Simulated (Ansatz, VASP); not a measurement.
**SnSe: VASP beside Ansatz**

```xyz
4
Lattice="4.2193 0.0000 0.0000 0.0000 4.2193 0.0000 0.0000 0.0000 5.9930" Properties=species:S:1:pos:R:3 pbc="T T T"
Sn    2.1097    0.0000    1.4988
Sn    0.0000    2.1097    4.4942
Se    2.1097    0.0000    4.4942
Se    0.0000    2.1097    1.4989
```

Alike in both runs: task single point; functional PBE; k mesh 4 × 4 × 4; no spin polarisation.

|  | VASP | Ansatz |
| --- | --- | --- |
| version | VASP 6.6.1 | Ansatz 0.2.0 |
| potentials or method | VASP PAW PBE potentials, release 64 (Sn_d, Se) | plane waves, PAW |
| plane-wave cutoff (eV) | 520 | 420 |
| occupations | gaussian, width 0.01 eV | fixed |
| valence electrons in the cell | 40 | 60 |

```csv
,VASP,Ansatz,Ansatz less VASP
gap on the k mesh at the Fermi level (eV),0.67,0.67,-0.001
pressure (GPa),1.6,1.6,+0.01
"traceless stress, the component that is largest in VASP (GPa)",-0.44,-0.44,+0.002
```

VASP's potentials hold 40 valence electrons a cell and Ansatz's 60, so a difference there can come from the potentials and not from the codes.
